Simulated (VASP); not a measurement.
A run of VASP 6.6.1 is set up as follows.

File INCAR:

```
SYSTEM = Pd
ALGO = Normal
EDIFF = 1E-7
ENCUT = 520
GGA = PE
ISIF = 2
ISMEAR = -1
LASPH = .True.
LCHARG = .False.
LREAL = .False.
LWAVE = .False.
NBANDS = 17
NELM = 60
PREC = Accurate
SIGMA = 0.05
```

KPOINTS

```
k-points
0
Gamma
  11 11 6
  0 0 0
```

POSCAR

```
Pd
1.0
    2.7649821671      0.0000000000      0.0000000000
   -1.3824910836      2.3945447978      0.0000000000
    0.0000000000      0.0000000000      4.5978256680
Pd
2
Direct
    0.3333333333      0.6666666667      0.2500000000
    0.6666666667      0.3333333333      0.7500000000
```

Potentials or basis: VASP PAW PBE potentials, release 64 (Pd).

Launch:

```bash
$ cat potpaw_PBE.64/Pd/POTCAR > POTCAR
$ mpirun -np 1 vasp_std > vasp.out
```

(1) Predict the pressure.

(2) Predict the band gap on the k mesh.

Answers

(1) 1.7 GPa.

(2) zero (band 10 reaches 9.41 eV, above the bottom of band 11 at 8.59 eV).
